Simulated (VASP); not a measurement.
# ZrSnI6 (P1) in VASP: single point with PBEsol

Aim: the single point of ZrSnI6 with PBEsol.

All numbers are computed with VASP 6.6.1; they aren't measurements. Logs are shortened: lines on timing, memory, paths and dates and some standing lists are left out, and cuts for length are marked.

## (1) The cell of the first run

The typed cell holds 8 atoms: a = 7.883 Å, b = 7.881 Å, c = 7.882 Å, α = 55.35°, β = 55.35°, γ = 55.35°.

## (2) Single point, PBEsol

INCAR reads:

```
PREC = Accurate ; ENCUT = 520
EDIFF = 1E-7 ; ISMEAR = -1
SIGMA = 0.05 ; LREAL = False
LASPH = True ; NELM = 100
ALGO = Normal ; ISIF = 2
LWAVE = False ; LCHARG = False
GGA = PS ; NBANDS = 44
```

KPOINTS reads:

```
Automatic mesh
0
Gamma
  4 4 4
```

POSCAR reads:

```
ZrSnI6
1.0
    3.6617741113      2.1135683788      6.6528147893
   -3.6602162597      2.1131239653      6.6521414376
    0.0003898243     -4.2275179920      6.6528042221
Zr Sn I
1 1 6
Direct
    0.4990551475      0.5003128866      0.4989337520
   -0.0007705024      0.0000511599     -0.0009360118
    0.5554189675      0.9123935941      0.2719167454
    0.9109950345      0.2728441292      0.5554520921
    0.7258043387      0.4438617941      0.0869949556
    0.0868192329      0.7276628995      0.4425879690
    0.4426308743      0.0880110758      0.7266228943
    0.2710901159      0.5566539567      0.9112464218
```

Potentials or basis: VASP PAW PBE potentials, release 64 (Zr_sv, Sn_d, I).

Started as:

```
$ cat potpaw_PBE.64/Zr_sv/POTCAR potpaw_PBE.64/Sn_d/POTCAR potpaw_PBE.64/I/POTCAR > POTCAR
$ mpirun -np 1 vasp_std > vasp.out
```

OUTCAR:

```text
PREC = Accurate
   ENCUT = 520
   EDIFF = 1E-7
   ISMEAR = -1
   LREAL = False
   LASPH = True
   NELM = 100
   ISIF = 2
   GGA = PS

 ion  position               nearest neighbor table
   1  0.499  0.500  0.499-   4 2.84   5 2.84   3 2.84   8 2.84   7 2.84   6 2.84
   2  0.999  0.000  0.999-   8 3.14   6 3.14   7 3.14   3 3.14   5 3.14   4 3.14
   3  0.555  0.912  0.272-   1 2.84   2 3.14
   4  0.911  0.273  0.555-   1 2.84   2 3.14
   5  0.726  0.444  0.087-   1 2.84   2 3.14
   6  0.087  0.728  0.443-   1 2.84   2 3.14
   7  0.443  0.088  0.727-   1 2.84   2 3.14
   8  0.271  0.557  0.911-   1 2.84   2 3.14

  LATTYP: Found a triclinic cell.
 ALAT       =    12.6813063827
 B/A-ratio  =     0.5773427330
 C/A-ratio  =     0.6215937252
 COS(alpha) =     0.0001272109
 COS(beta)  =     0.2683445252
 COS(gamma) =     0.8659948869

  Lattice vectors:

 A1 = ( -10.9825964550,   6.3401975438,  -0.0013361362)
 A2 = (  -3.6606060840,   6.3406419573,  -0.0006627845)
 A3 = (  -3.6617741113,  -2.1135683788,  -6.6528147893)

Analysis of symmetry for initial positions (statically):
=====================================================================
 Subroutine PRICEL returns:
 Original cell was already a primitive cell.

 Routine SETGRP: Setting up the symmetry group for a
 triclinic supercell.

 Subroutine GETGRP returns: Found  1 space group operations
 (whereof  1 operations were pure point group operations)
 out of a pool of  2 trial point group operations.

The static configuration has the point symmetry C_1 .

Analysis of symmetry for dynamics (positions and initial velocities):
=====================================================================
 Subroutine PRICEL returns:
 Original cell was already a primitive cell.

 Routine SETGRP: Setting up the symmetry group for a
 triclinic supercell.

 Subroutine GETGRP returns: Found  1 space group operations
 (whereof  1 operations were pure point group operations)
 out of a pool of  2 trial point group operations.

The dynamic configuration has the point symmetry C_1 .

 Subroutine INISYM returns: Found  1 space group operations
 (whereof  1 operations are pure point group operations),
 and found     1 'primitive' translations

----------------------------------------------------------------------------------------

                                     Primitive cell

  volume of cell :     308.8646

  direct lattice vectors                    reciprocal lattice vectors
     3.661774111  2.113568379  6.652814789     0.136565493  0.078847801  0.050095757
    -3.660216260  2.113123965  6.652141438    -0.136584282  0.078864564  0.050122414
     0.000389824 -4.227517992  6.652804222     0.000004965 -0.157704634  0.050099298

  length of vectors
     7.882620475  7.881209404  7.882367192     0.165459042  0.165490610  0.165471119

  position of ions in fractional coordinates (direct lattice)
     0.499055148  0.500312887  0.498933752
     0.999229498  0.000051160  0.999063988
     0.555418968  0.912393594  0.271916745
     0.910995034  0.272844129  0.555452092
     0.725804339  0.443861794  0.086994956
     0.086819233  0.727662899  0.442587969
     0.442630874  0.088011076  0.726622894
     0.271090116  0.556653957  0.911246422

  ion indices of the primitive-cell ions
   primitive index   ion index
                 1           1
                 2           2
                 3           3
                 4           4
                 5           5
                 6           6
                 7           7
                 8           8

----------------------------------------------------------------------------------------

 KPOINTS: Automatic mesh

Automatic generation of k-mesh.
 Grid dimensions read from file:
 generate k-points for:    4    4    4

 Generating k-lattice:

  Cartesian coordinates                     Fractional coordinates (reciprocal lattice)
     0.034141373  0.019711950  0.012523939     0.250000000  0.000000000  0.000000000
    -0.034146071  0.019716141  0.012530604    -0.000000000  0.250000000  0.000000000
     0.000001241 -0.039426159  0.012524824     0.000000000 -0.000000000  0.250000000

  Length of vectors
     0.041364761  0.041372653  0.041367780

  Shift w.r.t. Gamma in fractional coordinates (k-lattice)
     0.000000000  0.000000000  0.000000000

 Subroutine IBZKPT returns following result:
 ===========================================

 Found     36 irreducible k-points:

 Following reciprocal coordinates:
            Coordinates               Weight
  0.000000  0.000000  0.000000      1.000000
  0.250000  0.000000  0.000000      2.000000
  0.500000  0.000000  0.000000      1.000000
 -0.000000  0.250000  0.000000      2.000000
  0.250000  0.250000  0.000000      2.000000
  0.500000  0.250000 -0.000000      2.000000
[... 16 lines left out ...]
 -0.000000 -0.250000  0.250000      2.000000
  0.250000 -0.250000  0.250000      2.000000
 [... further k-points ...]
   k-points           NKPTS =     36   k-points in BZ     NKDIM =     36   number of bands    NBANDS=     44
   number of dos      NEDOS =    301   number of ions     NIONS =      8
   total plane-waves  NPLWV = 216000
   dimension x,y,z NGX =    60 NGY =   60 NGZ =   60
   dimension x,y,z NGXF=   120 NGYF=  120 NGZF=  120
   ions per type =               1   1   6
   NGX,Y,Z   is equivalent  to a cutoff of  12.65, 12.66, 12.65 a.u.
   NGXF,Y,Z  is equivalent  to a cutoff of  25.31, 25.31, 25.31 a.u.
 SYSTEM =  unknown system
   PREC   = accura    normal or accurate (medium, high low for compatibility)
   ISTART =      0    job   : 0-new  1-cont  2-samecut
   ICHARG =      2    charge: 1-file 2-atom 10-const
   ISPIN  =      1    spin polarized calculation?
   LNONCOLLINEAR =      F non collinear calculations
   LSORBIT =      F    spin-orbit coupling
   LASPH  =      T    aspherical Exc in radial PAW
   ENCUT  =  520.0 eV  38.22 Ry    6.18 a.u.  14.66 14.65 14.66*2*pi/ulx,y,z
   NELM   =    100;   NELMIN=  2; NELMDL= -5     # of ELM steps
   EDIFF  = 0.1E-06   stopping-criterion for ELM
   LREAL  =      F    real-space projection
   EDIFFG = 0.1E-05   stopping-criterion for IOM
   NSW    =      0    number of steps for IOM
   IBRION =     -1    ionic relax: 0-MD 1-quasi-New 2-CG
   NFREE  =      0    steps in history (QN), initial steepest desc. (CG)
   ISIF   =      2    stress and relaxation
   ISYM   =      2    0-nonsym 1-usesym 2-fastsym
   POTIM  = 0.5000    time-step for ionic-motion
   TEBEG  =    0.0;   TEEND  =   0.0 temperature during run
   PSTRESS=    0.0 pullay stress
   NELECT =      68.0000    total number of electrons
   NUPDOWN=      -1.0000    fix difference up-down
   EMIN   =  10.00;   EMAX   =-10.00  energy-range for DOS
   EFERMI =   0.00;   METHOD = LEGACY
   ISMEAR =    -1;   SIGMA  =   0.05  broadening in eV -4-tet -1-fermi 0-gaus
   EFERMI_NEDOS =   21; number of points for ismear=-14 and -15
   IALGO  =     38    algorithm
   IMIX   =      4    mixing-type and parameters
     AMIX     =   0.40;   BMIX     =  1.00
     AMIX_MAG =   1.60;   BMIX_MAG =  1.00
  volume/ion in A,a.u.               =      38.61       260.54
  Fermi-wavevector in a.u.,A,eV,Ry     =   0.988527  1.868045 13.295411  0.977185
  Thomas-Fermi vector in A             =   2.120060
   LORBIT       =      0    0 simple, 1 ext, 2 COOP (PROOUT), +10 PAW based schemes
   GGA     = PS    functional components
   LHFCALC =     F    Hartree Fock is set to
   AEXX    =    0.0000 exact exchange contribution
   IVDW    =     0    specifies the selected vdW correction
   LEPSILON=     F    determine dielectric tensor
   LRPA    =     F    only Hartree local field effects (RPA)
 non-spin polarized calculation
  energy-cutoff  :      520.00
  volume of cell :      308.86
 maximum number of plane-waves:      8337
 NGX is ok and might be reduce to    60
   NGX = 29   NGY = 29   NGZ = 29

 number of electron      67.9999996 magnetization

 Free energy of the ion-electron system (eV)
  ---------------------------------------------------
  ext. energy  EPLUGINS =         0.00000000
  ---------------------------------------------------
  free energy    TOTEN  =       -29.54866491 eV

  energy without entropy =      -29.54865461  energy(sigma->0) =      -29.54865976

 E-fermi :   3.8379     XC(G=0):  -8.5697

 val. band max:        3.3357046054   @ k =   0.2500   0.0000   0.0000
 cond. band min:       4.3000146784   @ k =   0.5000   0.0000   0.0000
 fundamental gap:      0.9643100730
 Fermi energy:         3.8378756726

 k-point     1 :       0.0000    0.0000    0.0000
  band No.  band energies     occupation
      1     -46.1968      2.00000
      2     -24.2277      2.00000
      3     -24.2277      2.00000
      4     -24.2249      2.00000
      5     -17.7152      2.00000
      6     -17.7152      2.00000
[... 36 lines left out ...]
     43       8.5692      0.00000
     44       9.1386      0.00000

 k-point     2 :       0.2500    0.0000    0.0000
  band No.  band energies     occupation
      1     -46.1968      2.00000
      2     -24.2277      2.00000
      3     -24.2277      2.00000
      4     -24.2250      2.00000
      5     -17.7152      2.00000
      6     -17.7152      2.00000
[... 36 lines left out ...]
     43       9.2380      0.00000
     44       9.3690      0.00000

 k-point     3 :       0.5000    0.0000    0.0000
  band No.  band energies     occupation
      1     -46.1968      2.00000
      2     -24.2277      2.00000
      3     -24.2277      2.00000
      4     -24.2250      2.00000
      5     -17.7152      2.00000
      6     -17.7152      2.00000
[... 976 lines left out ...]
     43       8.8243      0.00000
     44       9.0984      0.00000

 k-point    24 :       0.2500   -0.2500    0.2500
  band No.  band energies     occupation
      1     -46.1968      2.00000
      2     -24.2277      2.00000
      3     -24.2277      2.00000
      4     -24.2250      2.00000
      5     -17.7152      2.00000
      6     -17.7152      2.00000
[... 36 lines left out ...]
     43       8.7884      0.00000
     44       9.3268      0.00000

 [... further k-points ...]

------------------------ aborting loop because EDIFF is reached ----------------------------------------

  FORCE on cell =-STRESS in cart. coord.  units (eV):
  Direction    XX          YY          ZZ          XY          YZ          ZX
  --------------------------------------------------------------------------------------
  -------------------------------------------------------------------------------------
  Total        0.0269450      0.0264337      0.0299526      0.0005805      0.0014787     -0.0031814
  in kB        0.1397719      0.1371201      0.1553737      0.0030112      0.0076703     -0.0165030
  external PRESSURE =       0.1440886 kB  Pullay stress =       0.0000000 kB

 VOLUME and BASIS-vectors are now :
 -----------------------------------------------------------------------------
  energy-cutoff  :      520.00
  volume of cell :      308.86
      direct lattice vectors                 reciprocal lattice vectors
     3.661774111  2.113568379  6.652814789     0.136565493  0.078847801  0.050095757
    -3.660216260  2.113123965  6.652141438    -0.136584282  0.078864564  0.050122414
     0.000389824 -4.227517992  6.652804222     0.000004965 -0.157704634  0.050099298

 POSITION                                       TOTAL-FORCE (eV/Angst)
 -----------------------------------------------------------------------------------
     -0.00363      0.00276      9.96758        -0.000011     -0.000856     -0.001214
      3.65915     -2.11151     13.29461        -0.000717      0.000398      0.000010
     -1.30563      1.95238     11.57348        -0.004187      0.004458      0.002729
      2.33741      0.15382     11.57099         0.005818      0.001313      0.004569
      1.03314      2.10420      8.36003         0.002458      0.006519     -0.002552
     -2.34532     -0.14991      8.36256        -0.005923     -0.001550     -0.003852
      1.29896     -1.95030      8.36428         0.003399     -0.004727     -0.004319
     -1.04445     -2.10306     11.56880        -0.000836     -0.005554      0.004629
 -----------------------------------------------------------------------------------
    total drift:                               -0.000091      0.000066     -0.000300

  FREE ENERGIE OF THE ION-ELECTRON SYSTEM (eV)
  ---------------------------------------------------
  free  energy   TOTEN  =       -29.5486649134 eV

  energy  without entropy=      -29.5486546095  energy(sigma->0) =      -29.54865976
```

Wall time 12 min (1 thread of AMD EPYC 7R43 (Zen 3), shared host); peak memory 0.73 GiB.

What came out:

```
Free energy            : -29.5487 eV
Pressure               : 0.0 GPa
Largest force          : 0.008 eV/Å
Band gap on the k mesh : 0.96 eV (least direct gap 1.22 eV)
```

Forces on the atoms (eV/Å):
```
Zr   0.000 -0.001 -0.001
Sn  -0.001  0.000  0.000
I   -0.004  0.004  0.003
I    0.006  0.001  0.005
I    0.002  0.007 -0.003
I   -0.006 -0.002 -0.004
I    0.003 -0.005 -0.004
I   -0.001 -0.006  0.005
```

Caveat: the PAW data sets were made with another functional, which shifts forces and pressure a little; spin-orbit coupling is left out, which moves the levels of the heavy elements.
